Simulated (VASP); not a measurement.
Cs: single point with PBE

Cs:

```xyz
2
Lattice="5.2068 0.0000 0.0000 -2.6034 4.5092 0.0000 0.0000 0.0000 8.6388" Properties=species:S:1:pos:R:3 pbc="T T T"
Cs    0.0000    3.0061    2.1597
Cs    2.6034    1.5031    6.4791
```

This cell differs from its parent crystal: Rb replaced by Cs, lengths x 1.065, strained.

```yaml
Program: VASP 6.6.1
Task: single point
Functional: PBE
Potentials_or_basis: VASP PAW PBE potentials, release 64 (Cs_sv)
Cutoff: 520 eV
k_mesh: 9 × 9 × 6
Occupations: gaussian, width 0.1 eV
Spin: no spin polarisation
```

| Item | Value |
| --- | --- |
| Pressure | 0.4 GPa |
| Band gap on the k mesh | zero (bands 9 and 10 overlap by 1.93 eV) |

Levels at points of the mesh, in eV from the Fermi level:
```tsv
k point	band 6	band 7	band 8	band 9	band 10	band 11	band 12	band 13
(0.00, 0.00, 0.00)	-10.53	-10.53	-10.53	-1.82	-0.12	0.84	2.40	2.45
(0.00, 0.00, 0.50)	-10.54	-10.54	-10.54	-1.15	-1.15	1.61	1.61	2.47
```

Wall time 3.8 min on 1 thread of Intel Xeon 8259CL, with other jobs on the host, peak memory 0.37 GiB.

Caveat: the cell differs from its parent crystal (Rb replaced by Cs, lengths x 1.065, strained); spin-orbit coupling is left out, which moves the levels of the heavy elements.
